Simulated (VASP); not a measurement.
Set up this calculation in VASP 6.6.1, as the native input.

| Quantity | Value |
| --- | --- |
| Task | single point |
| Functional | PBE |
| Potentials or basis | VASP PAW PBE potentials, release 64 (Al, Co, Ni) |
| Cutoff | 520 eV |
| k mesh | 4 × 4 × 2 |
| Occupations | gaussian, width 0.1 eV |
| Spin | collinear spin, ferromagnetic start |
| Starting moments | [0.0, 0.0, 0.0, 0.0, 0.0, 0.0, 3.0, 3.0, 3.0, 3.0, 3.0, 2.0] μB |
| Dipole correction | no |
| Further INCAR settings | ALGO = Normal; EDIFF = 1e-07; NBANDS = 52 |

The structure of Al6Co5Ni lies in POSCAR:

```
Al6Co5Ni
1.0
    4.1903476400      0.0000000000      0.0000000000
    0.0000000000      4.1903476400      0.0000000000
    0.0000000000      0.0000000000      8.8890697000
Al Co Ni
6 5 1
Direct
    0.0000000000      0.5000000000      0.8333333300
    0.0000000000      0.5000000000      0.1666666700
    0.0000000000      0.5000000000      0.5000000000
    0.5000000000      0.0000000000      0.8333333300
    0.5000000000      0.0000000000      0.1666666700
    0.5000000000      0.0000000000      0.5000000000
    0.0000000000      0.0000000000      0.6666666700
    0.0000000000      0.0000000000      0.3333333300
    0.5000000000      0.5000000000      0.6666666700
    0.5000000000      0.5000000000      0.0000000000
    0.5000000000      0.5000000000      0.3333333300
    0.0000000000      0.0000000000      0.0000000000
```

These files were run (other wordings do the same):

INCAR

```
SYSTEM = Al6Co5Ni
PREC     = Accurate       ! precision mode
ENCUT    = 520            ! plane-wave cutoff, eV
EDIFF    = 1E-7           ! SCF threshold, eV
ISMEAR   = 0              ! smearing method
SIGMA    = 0.1            ! smearing width, eV
LREAL    = .FALSE.        ! projectors in reciprocal space
LASPH    = .TRUE.         ! aspherical terms in the spheres
NELM     = 150            ! most SCF steps
ALGO     = Normal         ! electronic algorithm
ISIF     = 2              ! what is computed and relaxed
LWAVE    = .FALSE.        ! write WAVECAR
LCHARG   = .FALSE.        ! write CHGCAR
ISPIN    = 2              ! spin polarisation
MAGMOM   = 0 0 0 0 0 0 3 3 3 3 3 2 ! initial moments
LORBIT   = 11             ! projections on sites
LMAXMIX  = 4              ! l up to which the mixer works
GGA      = PE             ! functional
NBANDS   = 52             ! bands
```

KPOINTS

```
Automatic mesh
0
G
  4 4 2
  0 0 0
```

Potentials or basis: VASP PAW PBE potentials, release 64 (Al, Co, Ni).

Launch:

```console
$ cat potpaw_PBE.64/Al/POTCAR potpaw_PBE.64/Co/POTCAR potpaw_PBE.64/Ni/POTCAR > POTCAR
$ mpirun -np 1 vasp_std > vasp.out
```

It gave:

The pressure is -14.4 GPa. The largest force is 0.232 eV/Å and the net moment is 1.50 μB per cell. The site moments are Al -0.01; Co +0.34, +0.33, +0.36 (each value once); Ni +0.10 μB and the valence electrons inside the program's atomic spheres are Al 0.76; Co 8.25, 8.26 (each value once); Ni 9.31.

Caveat: the k points lie up to 0.37 Å⁻¹ apart.

It took 12 min on 1 thread of Oxide Virtual Turin-like Processor (shared host), peak memory 0.35 GiB.
